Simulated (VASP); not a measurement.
Set up this calculation in VASP 6.6.1, as the native input.

```yaml
Task: relaxation of shape and atoms at fixed volume
Functional: PBE
Potentials_or_basis: VASP PAW PBE potentials, release 64 (Yb, B)
Cutoff: 600 eV
k_mesh: 12 × 12 × 10
Occupations: gaussian, width 0.05 eV
Spin: no spin polarisation
Dipole_correction: no
Further_INCAR_settings: ALGO = Normal; EDIFF = 1e-06; IBRION = 2; EDIFFG = -0.01; NSW = 60; ISIF = 4
```

The structure of YbB2 lies in POSCAR:

```
YbB2
1.0
    3.2989458144      0.0000000000      0.0000000000
   -1.6494729072      2.8569708810      0.0000000000
    0.0000000000      0.0000000000      3.9439210042
Yb B
1 2
Direct
    0.0000000000      0.0000000000      0.0000000000
    0.3333333333      0.6666666667      0.5000000000
    0.6666666667      0.3333333333      0.5000000000
```

One way to write it, as run:

INCAR

```
SYSTEM = YbB2
PREC = Accurate
ENCUT = 600
EDIFF = 1E-6
ISMEAR = 0
SIGMA = 0.05
LREAL = .FALSE.
LASPH = .TRUE.
NELM = 60
ALGO = Normal
ISIF = 4
LWAVE = .FALSE.
LCHARG = .FALSE.
GGA = PE
IBRION = 2
NSW = 60
EDIFFG = -0.01
```

KPOINTS

```
Automatic mesh
0
G
  12 12 10
  0 0 0
```

Potentials or basis: VASP PAW PBE potentials, release 64 (Yb, B).

Run with:

```bash
$ cat potpaw_PBE.64/Yb/POTCAR potpaw_PBE.64/B/POTCAR > POTCAR
$ mpirun -np 1 vasp_std > vasp.out
```

Results of the run:

```yaml
Energy_gained_by_relaxing: 0.0 meV/atom
Ionic_steps: 2
Pressure_after_relaxing: -8.5 GPa
Band_gap_on_the_k_mesh: zero (bands 15 and 16 overlap by 1.16 eV)
```

Caveat: spin-orbit coupling is left out, which moves the levels of the heavy elements.

Run time: 3.1 min on 1 thread of Intel(R) Xeon(R) 6975P-C (Granite Rapids), on a shared host, peak memory 0.27 GiB.
